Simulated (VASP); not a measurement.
Wanted: the native input for a VASP 6.6.1 run.

| Item | Value |
| --- | --- |
| Task | single point |
| Functional | revPBE |
| Potentials or basis | VASP PAW PBE potentials, release 64 (Bi_d) |
| Cutoff | 520 eV |
| k mesh | 10 × 10 × 3 |
| Occupations | fermi-dirac, width 0.1 eV |
| Spin | no spin polarisation |
| Dipole correction | no |
| Further INCAR settings | ALGO = Normal; EDIFF = 1e-07; NBANDS = 38 |

The structure of Bi lies in POSCAR:

```
Bi
1.0
    3.5467435394      0.0000000000      0.0000000000
   -1.7733717697      3.0715700058      0.0000000000
    0.0000000000      0.0000000000     11.8743837604
Bi
4
Direct
    0.0000000000      1.0000000000      1.0000000000
    0.0000000000      1.0000000000      0.5000000000
    0.3333333333      0.6666666667      0.2500000000
    0.6666666667      0.3333333333      0.7500000000
```

This isn't the form of Bi at room conditions, which is rhombohedral.

One way to write it, as run:

INCAR

```
SYSTEM = Bi
PREC = Accurate
ENCUT = 520
EDIFF = 1E-7
ISMEAR = -1
SIGMA = 0.1
LREAL = .FALSE.
LASPH = .TRUE.
NELM = 80
ALGO = Normal
ISIF = 2
LWAVE = .FALSE.
LCHARG = .TRUE.
GGA = RE
LELF = .TRUE.
LVHAR = .TRUE.
NBANDS = 38
```

KPOINTS

```
regular mesh
0
G
  10 10 3
  0 0 0
```

Potentials or basis: VASP PAW PBE potentials, release 64 (Bi_d).

Command:

```bash
$ cat potpaw_PBE.64/Bi_d/POTCAR > POTCAR
$ mpirun -np 1 vasp_std > vasp.out
```

It gave:

```json
{
 "Pressure": "-0.1 GPa",
 "Band gap on the k mesh": "zero (bands 30 and 31 overlap by 5.79 eV)"
}
```

Caveat: the PAW data sets were made with another functional, which shifts forces and pressure a little; spin-orbit coupling is left out, which moves the levels of the heavy elements.

Wall time 2.1 min on 1 thread of Intel(R) Xeon(R) Platinum 8259CL CPU @ 2.50GHz (Skylake/Cascade Lake), on a shared host, peak memory 0.29 GiB.
